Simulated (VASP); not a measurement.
# Zn2InO (P4/mmm) in VASP: a series of runs

Runs on Zn2InO. Level: PBE. Tasks: relaxation of cell and atoms, single point.

Program: VASP 6.6.1. These are calculated values, not measurements. Logs are shortened: lines on timing, memory, paths and dates and some standing lists are left out, and cuts for length are marked.

### 1 The cell of the first run

Symmetry: P4/mmm, No. 123, tetragonal system. The conventional cell has a = 4.343 Å, b = 4.343 Å, c = 3.282 Å, α = 90.00°, β = 90.00°, γ = 90.00°. Within 2.9 Å of Zn (site symmetry mmm) lie 2 O at 2.17 Å and 4 In at 2.72 Å. Within 3.6 Å of In (site symmetry 4/mmm) lie 8 Zn at 2.72 Å and 2 In at 3.28 Å and 8 O at 3.48 Å. O (site symmetry 4/mmm) has 4 Zn at 2.17 Å within 2.9 Å.

### 2 Relaxation of cell and atoms, PBE

Contents of INCAR:

```
PREC = Accurate
ENCUT = 600
EDIFF = 1E-6
ISMEAR = 0
SIGMA = 0.1
LREAL = F
LASPH = T
NELM = 100
ALGO = Normal
ISIF = 3
LWAVE = F
LCHARG = F
GGA = PE
IBRION = 2
NSW = 90
EDIFFG = -0.04
```

Contents of KPOINTS:

```
Automatic mesh
0
Gamma
  4 4 6
```

Contents of POSCAR:

```
Zn2InO
1.0
    4.3433002200      0.0000000000      0.0000000000
    0.0000000000      4.3433002200      0.0000000000
    0.0000000000      0.0000000000      3.2818150400
Zn In O
2 1 1
Direct
    0.0000000000      0.5000000000      0.5000000000
    0.5000000000      0.0000000000      0.5000000000
    0.0000000000      0.0000000000      0.0000000000
    0.5000000000      0.5000000000      0.5000000000
```

Potentials or basis: VASP PAW PBE potentials, release 64 (Zn, In_d, O).

Launch:

```
$ cat potpaw_PBE.64/Zn/POTCAR potpaw_PBE.64/In_d/POTCAR potpaw_PBE.64/O/POTCAR > POTCAR
$ mpirun -np 1 vasp_std > vasp.out
```

OUTCAR:

```text
PREC = Accurate
   ENCUT = 600
   EDIFF = 1E-6
   ISMEAR = 0
   LREAL = F
   LASPH = T
   NELM = 100
   ISIF = 3
   GGA = PE
   IBRION = 2
   NSW = 90
   EDIFFG = -0.04

 ion  position               nearest neighbor table
   1  0.000  0.500  0.500-   4 2.17   4 2.17   3 2.72   3 2.72   3 2.72   3 2.72
   2  0.500  0.000  0.500-   4 2.17   4 2.17   3 2.72   3 2.72   3 2.72   3 2.72
   3  0.000  0.000  0.000-   1 2.72   2 2.72   1 2.72   2 2.72   1 2.72   1 2.72   2 2.72   2 2.72

   4  0.500  0.500  0.500-   1 2.17   2 2.17   2 2.17   1 2.17

  LATTYP: Found a simple tetragonal cell.
 ALAT       =     4.3433002200
 C/A-ratio  =     0.7556040047

  Lattice vectors:

 A1 = (   4.3433002200,   0.0000000000,   0.0000000000)
 A2 = (   0.0000000000,   4.3433002200,   0.0000000000)
 A3 = (   0.0000000000,   0.0000000000,   3.2818150400)

Analysis of symmetry for initial positions (statically):
=====================================================================
 Subroutine PRICEL returns:
 Original cell was already a primitive cell.

 Routine SETGRP: Setting up the symmetry group for a
 simple tetragonal supercell.

 Subroutine GETGRP returns: Found 16 space group operations
 (whereof 16 operations were pure point group operations)
 out of a pool of 16 trial point group operations.

The static configuration has the point symmetry D_4h.

Analysis of symmetry for dynamics (positions and initial velocities):
=====================================================================
 Subroutine PRICEL returns:
 Original cell was already a primitive cell.

 Routine SETGRP: Setting up the symmetry group for a
 simple tetragonal supercell.

 Subroutine GETGRP returns: Found 16 space group operations
 (whereof 16 operations were pure point group operations)
 out of a pool of 16 trial point group operations.

The dynamic configuration has the point symmetry D_4h.

 Subroutine INISYM returns: Found 16 space group operations
 (whereof 16 operations are pure point group operations),
 and found     1 'primitive' translations

----------------------------------------------------------------------------------------

                                     Primitive cell

  volume of cell :      61.9090

  direct lattice vectors                    reciprocal lattice vectors
     4.343300220  0.000000000  0.000000000     0.230239668  0.000000000  0.000000000
     0.000000000  4.343300220  0.000000000     0.000000000  0.230239668  0.000000000
     0.000000000  0.000000000  3.281815040     0.000000000  0.000000000  0.304709433

  length of vectors
     4.343300220  4.343300220  3.281815040     0.230239668  0.230239668  0.304709433

  position of ions in fractional coordinates (direct lattice)
     0.000000000  0.500000000  0.500000000
     0.500000000  0.000000000  0.500000000
     0.000000000  0.000000000  0.000000000
     0.500000000  0.500000000  0.500000000

  ion indices of the primitive-cell ions
   primitive index   ion index
                 1           1
                 2           2
                 3           3
                 4           4

----------------------------------------------------------------------------------------

 KPOINTS: Automatic mesh

Automatic generation of k-mesh.
 Grid dimensions read from file:
 generate k-points for:    4    4    6

 Generating k-lattice:

  Cartesian coordinates                     Fractional coordinates (reciprocal lattice)
     0.057559917  0.000000000  0.000000000     0.250000000  0.000000000  0.000000000
     0.000000000  0.057559917  0.000000000     0.000000000  0.250000000  0.000000000
     0.000000000  0.000000000  0.050784905     0.000000000  0.000000000  0.166666667

  Length of vectors
     0.057559917  0.057559917  0.050784905

  Shift w.r.t. Gamma in fractional coordinates (k-lattice)
     0.000000000  0.000000000  0.000000000

 Subroutine IBZKPT returns following result:
 ===========================================

 Found     24 irreducible k-points:

 Following reciprocal coordinates:
            Coordinates               Weight
  0.000000  0.000000  0.000000      1.000000
  0.250000  0.000000  0.000000      4.000000
  0.500000  0.000000  0.000000      2.000000
  0.250000  0.250000  0.000000      4.000000
  0.500000  0.250000  0.000000      4.000000
  0.500000  0.500000  0.000000      1.000000
[... 16 lines left out ...]
  0.500000  0.250000  0.500000      4.000000
  0.500000  0.500000  0.500000      1.000000
   k-points           NKPTS =     24   k-points in BZ     NKDIM =     24   number of bands    NBANDS=     25
   number of dos      NEDOS =    301   number of ions     NIONS =      4
   total plane-waves  NPLWV =  36288
   dimension x,y,z NGX =    36 NGY =   36 NGZ =   28
   dimension x,y,z NGXF=    72 NGYF=   72 NGZF=   56
   ions per type =               2   1   1
   NGX,Y,Z   is equivalent  to a cutoff of  13.78, 13.78, 14.18 a.u.
   NGXF,Y,Z  is equivalent  to a cutoff of  27.56, 27.56, 28.37 a.u.
 SYSTEM =  unknown system
   PREC   = accura    normal or accurate (medium, high low for compatibility)
   ISTART =      0    job   : 0-new  1-cont  2-samecut
   ICHARG =      2    charge: 1-file 2-atom 10-const
   ISPIN  =      1    spin polarized calculation?
   LNONCOLLINEAR =      F non collinear calculations
   LSORBIT =      F    spin-orbit coupling
   LASPH  =      T    aspherical Exc in radial PAW
   ENCUT  =  600.0 eV  44.10 Ry    6.64 a.u.   8.67  8.67  6.55*2*pi/ulx,y,z
   NELM   =    100;   NELMIN=  2; NELMDL= -5     # of ELM steps
   EDIFF  = 0.1E-05   stopping-criterion for ELM
   LREAL  =      F    real-space projection
   EDIFFG = -.4E-01   stopping-criterion for IOM
   NSW    =     90    number of steps for IOM
   IBRION =      2    ionic relax: 0-MD 1-quasi-New 2-CG
   NFREE  =      1    steps in history (QN), initial steepest desc. (CG)
   ISIF   =      3    stress and relaxation
   ISYM   =      2    0-nonsym 1-usesym 2-fastsym
   POTIM  = 0.5000    time-step for ionic-motion
   TEBEG  =    0.0;   TEEND  =   0.0 temperature during run
   PSTRESS=    0.0 pullay stress
   NELECT =      43.0000    total number of electrons
   NUPDOWN=      -1.0000    fix difference up-down
   EMIN   =  10.00;   EMAX   =-10.00  energy-range for DOS
   EFERMI =   0.00;   METHOD = LEGACY
   ISMEAR =     0;   SIGMA  =   0.10  broadening in eV -4-tet -1-fermi 0-gaus
   EFERMI_NEDOS =   21; number of points for ismear=-14 and -15
   IALGO  =     38    algorithm
   IMIX   =      4    mixing-type and parameters
     AMIX     =   0.40;   BMIX     =  1.00
     AMIX_MAG =   1.60;   BMIX_MAG =  1.00
  volume/ion in A,a.u.               =      15.48       104.45
  Fermi-wavevector in a.u.,A,eV,Ry     =   1.449817  2.739756 28.599011  2.101968
  Thomas-Fermi vector in A             =   2.567500
   LORBIT       =      0    0 simple, 1 ext, 2 COOP (PROOUT), +10 PAW based schemes
   GGA     = PE    functional components
   LHFCALC =     F    Hartree Fock is set to
   AEXX    =    0.0000 exact exchange contribution
   IVDW    =     0    specifies the selected vdW correction
   LEPSILON=     F    determine dielectric tensor
   LRPA    =     F    only Hartree local field effects (RPA)
 conjugate gradient relaxation of ions
 non-spin polarized calculation
 Gauss-broadening in eV      SIGMA  =   0.10
  energy-cutoff  :      600.00
  volume of cell :       61.91
 maximum number of plane-waves:      2094
 NGX is ok and might be reduce to    36
   NGX = 17   NGY = 17   NGZ = 13

--------------------------------------- Ionic step        1  -------------------------------------------

 number of electron      42.9999982 magnetization

 Free energy of the ion-electron system (eV)
  ---------------------------------------------------
  ext. energy  EPLUGINS =         0.00000000
  ---------------------------------------------------
  free energy    TOTEN  =        -9.93315866 eV

  energy without entropy =       -9.91904078  energy(sigma->0) =       -9.92609972

 E-fermi :   4.6665     XC(G=0): -11.1151

 val. band max:        4.6526713980   @ k =   0.0000   0.0000   0.1667
 cond. band min:       4.7511565778   @ k =   0.2500   0.0000   0.3333
 fundamental gap:      0.0984851798
 Fermi energy:         4.6665295121

 k-point     1 :       0.0000    0.0000    0.0000
  band No.  band energies     occupation
      1     -12.9158      2.00000
      2     -10.1940      2.00000
      3     -10.0732      2.00000
      4      -9.9623      2.00000
      5      -9.9623      2.00000
      6      -9.9098      2.00000
[... 17 lines left out ...]
     24       9.3659      0.00000
     25       9.3989      0.00000

 k-point     2 :       0.2500    0.0000    0.0000
  band No.  band energies     occupation
      1     -12.8490      2.00000
      2     -10.1851      2.00000
      3     -10.0475      2.00000
      4      -9.9614      2.00000
      5      -9.9513      2.00000
      6      -9.9150      2.00000
[... 17 lines left out ...]
     24       9.6821      0.00000
     25      11.6403      0.00000
[... 809 lines left out ...]
  FORCE on cell =-STRESS in cart. coord.  units (eV):
  Direction    XX          YY          ZZ          XY          YZ          ZX
  --------------------------------------------------------------------------------------
  -------------------------------------------------------------------------------------
  Total        0.4675528      0.4675528      0.5400264      0.0000000      0.0000000      0.0000000
  in kB       10.6452295     10.6452295     12.2953083      0.0000000      0.0000000      0.0000000
  external PRESSURE =      11.1952557 kB  Pullay stress =       0.0000000 kB

 VOLUME and BASIS-vectors are now :
 -----------------------------------------------------------------------------
  energy-cutoff  :      600.00
  volume of cell :       70.37
      direct lattice vectors                 reciprocal lattice vectors
     4.139472386  0.000000000  0.000000000     0.241576681  0.000000000  0.000000000
     0.000000000  4.139472386  0.000000000     0.000000000  0.241576681 -0.000000000
     0.000000000  0.000000000  4.106730384    -0.000000000 -0.000000000  0.243502715

 POSITION                                       TOTAL-FORCE (eV/Angst)
 -----------------------------------------------------------------------------------
      0.00000      2.06974      2.05337         0.000000      0.000000      0.000000
      2.06974      0.00000      2.05337         0.000000     -0.000000      0.000000
      0.00000      0.00000      0.00000         0.000000     -0.000000      0.000000
      2.06974      2.06974      2.05337         0.000000      0.000000      0.000000
 -----------------------------------------------------------------------------------
    total drift:                                0.000000     -0.000000      0.000000

  FREE ENERGIE OF THE ION-ELECTRON SYSTEM (eV)
  ---------------------------------------------------
  free  energy   TOTEN  =       -10.5071067106 eV

  energy  without entropy=      -10.4863467133  energy(sigma->0) =      -10.49672671

--------------------------------------- Ionic step        7  -------------------------------------------

 number of electron      42.9999944 magnetization

 Free energy of the ion-electron system (eV)
  ---------------------------------------------------
  ext. energy  EPLUGINS =         0.00000000
  ---------------------------------------------------
  free energy    TOTEN  =       -10.51384376 eV

  energy without entropy =      -10.48979933  energy(sigma->0) =      -10.50182155

 E-fermi :   3.9242     XC(G=0): -10.2740

 val. band max:        3.8207674482   @ k =   0.5000   0.5000   0.1667
 cond. band min:       3.9324583604   @ k =   0.2500   0.2500   0.0000
 fundamental gap:      0.1116909123
 Fermi energy:         3.9242041704

 k-point     1 :       0.0000    0.0000    0.0000
  band No.  band energies     occupation
      1     -14.8584      2.00000
      2     -10.7162      2.00000
      3     -10.7018      2.00000
      4     -10.6861      2.00000
      5     -10.6861      2.00000
      6     -10.6203      2.00000
[... 17 lines left out ...]
     24       5.7054      0.00000
     25       6.2101      0.00000

 k-point     2 :       0.2500    0.0000    0.0000
  band No.  band energies     occupation
      1     -14.7781      2.00000
      2     -10.7021      2.00000
      3     -10.6902      2.00000
      4     -10.6858      2.00000
      5     -10.6848      2.00000
      6     -10.6276      2.00000
[... 17 lines left out ...]
     24       6.7882      0.00000
     25       7.1434      0.00000
[... 619 lines left out ...]
  FORCE on cell =-STRESS in cart. coord.  units (eV):
  Direction    XX          YY          ZZ          XY          YZ          ZX
  --------------------------------------------------------------------------------------
  -------------------------------------------------------------------------------------
  Total       -0.1303094     -0.1303094      0.1437996      0.0000000      0.0000000      0.0000000
  in kB       -2.8954728     -2.8954728      3.1952242      0.0000000      0.0000000      0.0000000
  external PRESSURE =      -0.8652405 kB  Pullay stress =       0.0000000 kB

 VOLUME and BASIS-vectors are now :
 -----------------------------------------------------------------------------
  energy-cutoff  :      600.00
  volume of cell :       72.11
      direct lattice vectors                 reciprocal lattice vectors
     4.148300850  0.000000000  0.000000000     0.241062555  0.000000000  0.000000000
     0.000000000  4.148300850  0.000000000     0.000000000  0.241062555 -0.000000000
     0.000000000  0.000000000  4.190119174    -0.000000000 -0.000000000  0.238656696

 POSITION                                       TOTAL-FORCE (eV/Angst)
 -----------------------------------------------------------------------------------
      0.00000      2.07415      2.09506         0.000000      0.000000      0.000000
      2.07415      4.14830      2.09506         0.000000      0.000000      0.000000
      0.00000      4.14830      0.00000         0.000000     -0.000000      0.000000
      2.07415      2.07415      2.09506         0.000000     -0.000000      0.000000
 -----------------------------------------------------------------------------------
    total drift:                                0.000000      0.000000      0.000000

  FREE ENERGIE OF THE ION-ELECTRON SYSTEM (eV)
  ---------------------------------------------------
  free  energy   TOTEN  =       -10.5138437648 eV

  energy  without entropy=      -10.4897993346  energy(sigma->0) =      -10.50182155

 reached required accuracy - stopping structural energy minimisation
```

Run time: 2.1 min. Hardware: 1 thread of Intel Xeon Platinum 8488C (Sapphire Rapids), shared host; peak memory 0.22 GiB.

What came out:

```
Free energy                            : -10.5138 eV
Relaxed volume                         : 18.03 Å³/atom
Relaxed cell                           : a = 4.148 Å, b = 4.148 Å, c = 4.190 Å, α = 90.00°, β = 90.00°, γ = 90.00°
Space group after relaxing (to 0.05 Å) : P4/mmm (No. 123)
Energy gained by relaxing              : 145.2 meV/atom
Ionic steps                            : 7
Pressure after relaxing                : -0.1 GPa
```

Stress tensor (GPa, compression positive):
```
-0.29  0.00  0.00
 0.00 -0.29  0.00
 0.00  0.00  0.32
```

The path:
```
step  energy change (eV)  largest force (eV/Å)  pressure (GPa)  volume (Å³)
   1              0.0000                0.0000            6.41        61.91
   2             -0.2498                0.0000            0.33        67.57
   3             -0.3057                0.0000           -3.10        72.11
   4             -0.4834                0.0000           -1.62        71.54
   5             -0.5734                0.0000            1.40        70.29
   6             -0.5739                0.0000            1.12        70.37
   7             -0.5807                0.0000           -0.09        72.11
```

Final structure:
```yaml
crystal:
  lattice:
    - [4.14830, 0.00000, 0.00000]
    - [0.00000, 4.14830, 0.00000]
    - [0.00000, 0.00000, 4.19012]
  atoms:
    - { symbol: Zn, position: [0.00000, 0.50000, 0.50000] }
    - { symbol: Zn, position: [0.50000, 0.00000, 0.50000] }
    - { symbol: In, position: [0.00000, 0.00000, 0.00000] }
    - { symbol: O, position: [0.50000, 0.50000, 0.50000] }
```

Caveat: the k points lie up to 0.38 Å⁻¹ apart in the final cell; the volume moved by over 15 % at a fixed basis, so the end points are rough; spin-orbit coupling is left out, which moves the levels of the heavy elements; an odd number of electrons without spin polarisation forces a metal; a magnetic or distorted state may lie lower.

[end of part 1 of 2]
